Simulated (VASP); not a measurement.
A run of VASP 6.6.1 is set up as follows.

The input INCAR:

```
SYSTEM = Fe
ALGO = Fast
EDIFF = 1E-6
ENCUT = 520
GGA = PE
ISIF = 2
ISMEAR = 0
ISPIN = 2
LASPH = .True.
LCHARG = .False.
LMAXMIX = 4
LORBIT = 11
LREAL = .False.
LWAVE = .False.
MAGMOM = 2.44
NBANDS = 14
NELM = 150
PREC = Accurate
SIGMA = 0.15
```

KPOINTS

```
k-points
0
Gamma
  12 12 12
  0 0 0
```

Contents of POSCAR:

```
Fe
1.0
   -1.2405339372      1.2405339372      1.9424280388
    1.2405339372     -1.2405339372      1.9424280388
    1.2405339372      1.2405339372     -1.9424280388
Fe
1
Direct
    0.0000000000      0.0000000000      0.0000000000
```

Potentials or basis: VASP PAW PBE potentials, release 64 (Fe).

The run is started by

```sh
$ cat potpaw_PBE.64/Fe/POTCAR > POTCAR
$ mpirun -np 1 vasp_std > vasp.out
```

(1) What does it give for the net moment?

(2) Predict the pressure.

(3) Estimate the site moments.

## Answers

(1) 2.43 μB per cell.

(2) -2.6 GPa.

(3) Fe +2.44 μB.
